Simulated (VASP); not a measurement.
Wanted: the native input for a VASP 6.6.1 run.

```yaml
Task: single point
Functional: r2SCAN
Potentials_or_basis: VASP PAW PBE potentials, release 64 (Sb, In_d)
Cutoff: 520 eV
k_mesh: 6 × 6 × 6
Occupations: fermi-dirac, width 0.05 eV
Spin: no spin polarisation
Dipole_correction: no
Further_INCAR_settings: ALGO = Normal; EDIFF = 1e-06; NBANDS = 22
```

The system is InSb3.

```
CELL_PARAMETERS angstrom
4.78907 0.00000 0.00000
0.00000 4.78907 0.00000
0.00000 0.00000 4.78907
ATOMIC_POSITIONS crystal
Sb 0.50000 0.50000 0.00000
Sb 0.00000 0.50000 0.50000
Sb 0.50000 0.00000 0.50000
In 0.00000 0.00000 0.00000
```

The input as run:

POSCAR

```
InSb3
1.0
    4.7890746588      0.0000000000      0.0000000000
    0.0000000000      4.7890746588      0.0000000000
    0.0000000000      0.0000000000      4.7890746588
Sb In
3 1
Direct
    0.5000000000      0.5000000000      0.0000000000
    0.0000000000      0.5000000000      0.5000000000
    0.5000000000      0.0000000000      0.5000000000
    0.0000000000      0.0000000000      0.0000000000
```

INCAR.step1

```
SYSTEM = InSb3
PREC     = Accurate       ! precision mode
ENCUT    = 520            ! plane-wave cutoff, eV
ISMEAR   = -1             ! smearing method
SIGMA    = 0.05           ! smearing width, eV
LREAL    = .False.        ! projectors in reciprocal space
LASPH    = .True.         ! aspherical terms in the spheres
NELM     = 80             ! most SCF steps
NBANDS   = 22             ! bands
GGA      = PE             ! functional
ALGO     = Normal         ! electronic algorithm
EDIFF    = 1E-4           ! SCF threshold, eV
LWAVE    = .True.         ! write WAVECAR
LCHARG   = .False.        ! write CHGCAR
```

INCAR.step2

```
SYSTEM = InSb3
PREC     = Accurate       ! precision mode
ENCUT    = 520            ! plane-wave cutoff, eV
EDIFF    = 1E-6           ! SCF threshold, eV
ISMEAR   = -1             ! smearing method
SIGMA    = 0.05           ! smearing width, eV
LREAL    = .False.        ! projectors in reciprocal space
LASPH    = .True.         ! aspherical terms in the spheres
NELM     = 80             ! most SCF steps
ALGO     = Normal         ! electronic algorithm
ISIF     = 2              ! what is computed and relaxed
LWAVE    = .False.        ! write WAVECAR
LCHARG   = .False.        ! write CHGCAR
METAGGA  = R2SCAN         ! meta-GGA
LMIXTAU  = .True.       
NBANDS   = 22             ! bands
ISTART   = 1
```

KPOINTS

```
Automatic mesh
0
Gamma
  6 6 6
  0 0 0
```

Potentials or basis: VASP PAW PBE potentials, release 64 (Sb, In_d).

The run is started by

```bash
$ cat potpaw_PBE.64/Sb/POTCAR potpaw_PBE.64/In_d/POTCAR > POTCAR
$ cp INCAR.step1 INCAR
$ mpirun -np 1 vasp_std > vasp.out
$ cp INCAR.step2 INCAR
$ mpirun -np 1 vasp_std > vasp.out
```

Results of the run:

```
Pressure               : 0.0 GPa
Band gap on the k mesh : zero (bands 14 and 15 overlap by 5.01 eV)
```

Caveat: the PAW data sets were made with another functional, which shifts forces and pressure a little; spin-orbit coupling is left out, which moves the levels of the heavy elements.

Run time: 8 min on 1 thread of AMD EPYC 7571 (shared host), peak memory 0.21 GiB.
